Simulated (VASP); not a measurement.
# TiO2 in VASP: single point with LDA

Aim: the single point of TiO2 with LDA.

Program: VASP 6.6.1. These are calculated values, not measurements. Logs are shortened: lines on timing, memory, paths and dates and some standing lists are left out, and cuts for length are marked.

**1. The cell of the first run**

The typed cell holds 6 atoms: a = 3.739 Å, b = 3.739 Å, c = 5.417 Å, α = 110.18°, β = 110.18°, γ = 90.00°.

**2. Single point, LDA**

INCAR

```
ALGO = Normal
EDIFF = 1E-6
ENCUT = 600
GGA = CA
GGA_COMPAT = False
ISIF = 2
ISMEAR = 0
LASPH = True
LCHARG = False
LREAL = False
LWAVE = False
NBANDS = 33
NELM = 120
PREC = Accurate
SIGMA = 0.05
```

KPOINTS

```
k-points
0
Gamma
  6 6 6
```

POSCAR

```
TiO2
1.0
    2.6439701383     -2.6439844163     -0.0194578682
    2.6439701383      2.6439844163     -0.0194578682
   -2.6076204707      0.0000000000      4.7475905808
Ti O
2 4
Direct
    0.1250700521      0.8749458514      0.2499977754
    0.8749223958      0.1250461895      0.7499972681
    0.3329288778      0.0830758197      0.6659286353
    0.6670759478      0.9169330945      0.3340744137
    0.9169546957      0.6670773299      0.8340768526
    0.0830480309      0.3329217150      0.1659250547
```

Potentials or basis: VASP PAW LDA potentials, release 64 (Ti_sv, O).

Launch:

```console
$ cat potpaw_LDA.64/Ti_sv/POTCAR potpaw_LDA.64/O/POTCAR > POTCAR
$ mpirun -np 1 vasp_std > vasp.out
```

OUTCAR:

```text
EDIFF = 1E-6
   ENCUT = 600
   GGA = CA
   ISIF = 2
   ISMEAR = 0
   LASPH = True
   LREAL = False
   NELM = 120
   PREC = Accurate

 ion  position               nearest neighbor table
   1  0.125  0.875  0.250-   6 1.91   4 1.91   4 1.91   6 1.91   5 1.97   3 1.97
   2  0.875  0.125  0.750-   3 1.91   5 1.91   3 1.91   5 1.91   4 1.97   6 1.97
   3  0.333  0.083  0.666-   2 1.91   2 1.91   1 1.97
   4  0.667  0.917  0.334-   1 1.91   1 1.91   2 1.97
   5  0.917  0.667  0.834-   2 1.91   2 1.91   1 1.97
   6  0.083  0.333  0.166-   1 1.91   1 1.91   2 1.97

  LATTYP: Found a base centered monoclinic cell.
 ALAT       =     5.2880834717
 B/A-ratio  =     0.9999783212
 C/A-ratio  =     1.0242985982
 COS(beta)  =    -0.4878520667

  Lattice vectors:

 A1 = (   2.6439701383,  -2.6439844163,  -0.0194578682)
 A2 = (   2.6439701383,   2.6439844163,  -0.0194578682)
 A3 = (  -2.6076204707,   0.0000000000,   4.7475905808)

Analysis of symmetry for initial positions (statically):
=====================================================================
 Subroutine PRICEL returns:
 Original cell was already a primitive cell.

 Routine SETGRP: Setting up the symmetry group for a
 base centered monoclinic supercell.

 Subroutine GETGRP returns: Found  1 space group operations
 (whereof  1 operations were pure point group operations)
 out of a pool of  4 trial point group operations.

The static configuration has the point symmetry C_1 .

Analysis of symmetry for dynamics (positions and initial velocities):
=====================================================================
 Subroutine PRICEL returns:
 Original cell was already a primitive cell.

 Routine SETGRP: Setting up the symmetry group for a
 base centered monoclinic supercell.

 Subroutine GETGRP returns: Found  1 space group operations
 (whereof  1 operations were pure point group operations)
 out of a pool of  4 trial point group operations.

The dynamic configuration has the point symmetry C_1 .

 Subroutine INISYM returns: Found  1 space group operations
 (whereof  1 operations are pure point group operations),
 and found     1 'primitive' translations

----------------------------------------------------------------------------------------

                                     Primitive cell

  volume of cell :      66.1089

  direct lattice vectors                    reciprocal lattice vectors
     2.643970138 -2.643984416 -0.019457868     0.189877056 -0.189108528  0.104290227
     2.643970138  2.643984416 -0.019457868     0.189877056  0.189108528  0.104290227
    -2.607620471  0.000000000  4.747590581     0.001556412  0.000000000  0.211488020

  length of vectors
     3.739199151  3.739199151  5.416576487     0.287561790  0.287561790  0.211493747

  position of ions in fractional coordinates (direct lattice)
     0.125070052  0.874945851  0.249997775
     0.874922396  0.125046189  0.749997268
     0.332928878  0.083075820  0.665928635
     0.667075948  0.916933095  0.334074414
     0.916954696  0.667077330  0.834076853
     0.083048031  0.332921715  0.165925055

  ion indices of the primitive-cell ions
   primitive index   ion index
                 1           1
                 2           2
                 3           3
                 4           4
                 5           5
                 6           6

----------------------------------------------------------------------------------------

 KPOINTS: k-points

Automatic generation of k-mesh.
 Grid dimensions read from file:
 generate k-points for:    6    6    6

 Generating k-lattice:

  Cartesian coordinates                     Fractional coordinates (reciprocal lattice)
     0.031646176 -0.031518088  0.017381704     0.166666667 -0.000000000  0.000000000
     0.031646176  0.031518088  0.017381704    -0.000000000  0.166666667  0.000000000
     0.000259402  0.000000000  0.035248003     0.000000000  0.000000000  0.166666667

  Length of vectors
     0.047926965  0.047926965  0.035248958

  Shift w.r.t. Gamma in fractional coordinates (k-lattice)
     0.000000000  0.000000000  0.000000000

 Subroutine IBZKPT returns following result:
 ===========================================

 Found    112 irreducible k-points:

 Following reciprocal coordinates:
            Coordinates               Weight
  0.000000  0.000000  0.000000      1.000000
  0.166667 -0.000000  0.000000      2.000000
  0.000000 -0.166667 -0.000000      2.000000
  0.333333 -0.000000  0.000000      2.000000
  0.000000 -0.333333 -0.000000      2.000000
  0.500000 -0.000000  0.000000      1.000000
[... 16 lines left out ...]
  0.000000 -0.166667 -0.166667      2.000000
  0.333333 -0.000000  0.166667      2.000000
 [... further k-points ...]
   k-points           NKPTS =    112   k-points in BZ     NKDIM =    112   number of bands    NBANDS=     33
   number of dos      NEDOS =    301   number of ions     NIONS =      6
   total plane-waves  NPLWV =  43200
   dimension x,y,z NGX =    30 NGY =   30 NGZ =   48
   dimension x,y,z NGXF=    60 NGYF=   60 NGZF=   96
   ions per type =               2   4
   NGX,Y,Z   is equivalent  to a cutoff of  13.34, 13.34, 14.73 a.u.
   NGXF,Y,Z  is equivalent  to a cutoff of  26.68, 26.68, 29.46 a.u.
 SYSTEM =  unknown system
   PREC   = accura    normal or accurate (medium, high low for compatibility)
   ISTART =      0    job   : 0-new  1-cont  2-samecut
   ICHARG =      2    charge: 1-file 2-atom 10-const
   ISPIN  =      1    spin polarized calculation?
   LNONCOLLINEAR =      F non collinear calculations
   LSORBIT =      F    spin-orbit coupling
   LASPH  =      T    aspherical Exc in radial PAW
   ENCUT  =  600.0 eV  44.10 Ry    6.64 a.u.   7.47  7.47 10.82*2*pi/ulx,y,z
   NELM   =    120;   NELMIN=  2; NELMDL= -5     # of ELM steps
   EDIFF  = 0.1E-05   stopping-criterion for ELM
   LREAL  =      F    real-space projection
   EDIFFG = 0.1E-04   stopping-criterion for IOM
   NSW    =      0    number of steps for IOM
   IBRION =     -1    ionic relax: 0-MD 1-quasi-New 2-CG
   NFREE  =      0    steps in history (QN), initial steepest desc. (CG)
   ISIF   =      2    stress and relaxation
   ISYM   =      2    0-nonsym 1-usesym 2-fastsym
   POTIM  = 0.5000    time-step for ionic-motion
   TEBEG  =    0.0;   TEEND  =   0.0 temperature during run
   PSTRESS=    0.0 pullay stress
   NELECT =      48.0000    total number of electrons
   NUPDOWN=      -1.0000    fix difference up-down
   EMIN   =  10.00;   EMAX   =-10.00  energy-range for DOS
   EFERMI =   0.00;   METHOD = LEGACY
   ISMEAR =     0;   SIGMA  =   0.05  broadening in eV -4-tet -1-fermi 0-gaus
   EFERMI_NEDOS =   21; number of points for ismear=-14 and -15
   IALGO  =     38    algorithm
   IMIX   =      4    mixing-type and parameters
     AMIX     =   0.40;   BMIX     =  1.00
     AMIX_MAG =   1.60;   BMIX_MAG =  1.00
  volume/ion in A,a.u.               =      11.02        74.35
  Fermi-wavevector in a.u.,A,eV,Ry     =   1.471416  2.780572 29.457482  2.165064
  Thomas-Fermi vector in A             =   2.586554
   LORBIT       =      0    0 simple, 1 ext, 2 COOP (PROOUT), +10 PAW based schemes
   GGA     = CA    functional components
   LHFCALC =     F    Hartree Fock is set to
   AEXX    =    0.0000 exact exchange contribution
   IVDW    =     0    specifies the selected vdW correction
   LEPSILON=     F    determine dielectric tensor
   LRPA    =     F    only Hartree local field effects (RPA)
 non-spin polarized calculation
 Gauss-broadening in eV      SIGMA  =   0.05
  energy-cutoff  :      600.00
  volume of cell :       66.11
 maximum number of plane-waves:      2258
 NGX is ok and might be reduce to    30
   NGX = 15   NGY = 15   NGZ = 21

 number of electron      48.0000008 magnetization

 Free energy of the ion-electron system (eV)
  ---------------------------------------------------
  ext. energy  EPLUGINS =         0.00000000
  ---------------------------------------------------
  free energy    TOTEN  =       -58.84521183 eV

  energy without entropy =      -58.84521183  energy(sigma->0) =      -58.84521183

 E-fermi :   3.6475     XC(G=0): -11.4959

 val. band max:        3.3333857821   @ k =   0.5000   0.5000   0.5000
 cond. band min:       5.4431516486   @ k =   0.0000   0.0000   0.0000
 fundamental gap:      2.1097658666
 Fermi energy:         3.6475405790

 k-point     1 :       0.0000    0.0000    0.0000
  band No.  band energies     occupation
      1     -52.1693      2.00000
      2     -52.0955      2.00000
      3     -29.0971      2.00000
      4     -28.8188      2.00000
      5     -28.8188      2.00000
      6     -28.7360      2.00000
[... 25 lines left out ...]
     32       8.9985      0.00000
     33       9.4863      0.00000

 k-point     2 :       0.1667   -0.0000    0.0000
  band No.  band energies     occupation
      1     -52.1649      2.00000
      2     -52.0984      2.00000
      3     -29.0885      2.00000
      4     -28.8582      2.00000
      5     -28.8217      2.00000
      6     -28.7521      2.00000
[... 25 lines left out ...]
     32       9.2819      0.00000
     33       9.6023      0.00000

 k-point     3 :       0.0000   -0.1667   -0.0000
  band No.  band energies     occupation
      1     -52.1649      2.00000
      2     -52.0984      2.00000
      3     -29.0885      2.00000
      4     -28.8582      2.00000
      5     -28.8217      2.00000
      6     -28.7521      2.00000
[... 25 lines left out ...]
     32       9.2819      0.00000
     33       9.6025      0.00000

 k-point     4 :       0.3333   -0.0000    0.0000
  band No.  band energies     occupation
      1     -52.1546      2.00000
      2     -52.1059      2.00000
      3     -29.0722      2.00000
      4     -28.9338      2.00000
      5     -28.8265      2.00000
      6     -28.7747      2.00000
[... 673 lines left out ...]
     32       9.4127      0.00000
     33       9.4853      0.00000

 k-point    23 :       0.0000   -0.1667   -0.1667
  band No.  band energies     occupation
      1     -52.1561      2.00000
      2     -52.1073      2.00000
      3     -29.0367      2.00000
      4     -28.8752      2.00000
      5     -28.8331      2.00000
      6     -28.7433      2.00000
[... 25 lines left out ...]
     32       9.4126      0.00000
     33       9.4852      0.00000

 k-point    24 :       0.3333   -0.0000    0.1667
  band No.  band energies     occupation
      1     -52.1462      2.00000
      2     -52.1143      2.00000
      3     -29.0331      2.00000
      4     -28.9452      2.00000
      5     -28.8334      2.00000
      6     -28.7757      2.00000
[... 25 lines left out ...]
     32       9.6734      0.00000
     33       9.8765      0.00000

 [... further k-points ...]
[... 5 lines left out ...]
  --------------------------------------------------------------------------------------
  -------------------------------------------------------------------------------------
  Total        0.4165596      0.4181531      0.4098996     -0.0000981     -0.0002635     -0.0064845
  in kB       10.0955058     10.1341248      9.9340982     -0.0023767     -0.0063864     -0.1571550
  external PRESSURE =      10.0545763 kB  Pullay stress =       0.0000000 kB

 VOLUME and BASIS-vectors are now :
 -----------------------------------------------------------------------------
  energy-cutoff  :      600.00
  volume of cell :       66.11
      direct lattice vectors                 reciprocal lattice vectors
     2.643970138 -2.643984416 -0.019457868     0.189877056 -0.189108528  0.104290227
     2.643970138  2.643984416 -0.019457868     0.189877056  0.189108528  0.104290227
    -2.607620471  0.000000000  4.747590581     0.001556412  0.000000000  0.211488020

 POSITION                                       TOTAL-FORCE (eV/Angst)
 -----------------------------------------------------------------------------------
      1.99211      1.98266      1.16743        -0.000225     -0.000307      0.000147
      0.68818     -1.98266      3.54122         0.000424      0.000248      0.000178
     -0.63659     -0.66061      3.15346        -0.000144      0.000155      0.031915
      3.31693      0.66062      1.55523        -0.000106     -0.000137     -0.032162
      2.01318     -0.66067      3.92903        -0.000269     -0.000020     -0.032317
      0.66714      0.66066      0.77965         0.000321      0.000061      0.032239
 -----------------------------------------------------------------------------------
    total drift:                               -0.000006     -0.000006      0.000018

  FREE ENERGIE OF THE ION-ELECTRON SYSTEM (eV)
  ---------------------------------------------------
  free  energy   TOTEN  =       -58.8452118345 eV

  energy  without entropy=      -58.8452118345  energy(sigma->0) =      -58.84521183
```

It took 9.4 min on 1 thread of Intel Xeon 8259CL, shared host; peak memory 0.34 GiB.

What came out:

| Quantity | Value |
| --- | --- |
| Free energy | -58.8452 eV |
| Pressure | 1.0 GPa |
| Largest force | 0.032 eV/Å |
| Band gap on the k mesh | 2.11 eV (least direct gap 2.43 eV) |

Forces in eV/Å, atoms in the order of the input:
```
Ti   0.000  0.000  0.000
Ti   0.000  0.000  0.000
O    0.000  0.000  0.032
O    0.000  0.000 -0.032
O    0.000  0.000 -0.032
O    0.000  0.000  0.032
```
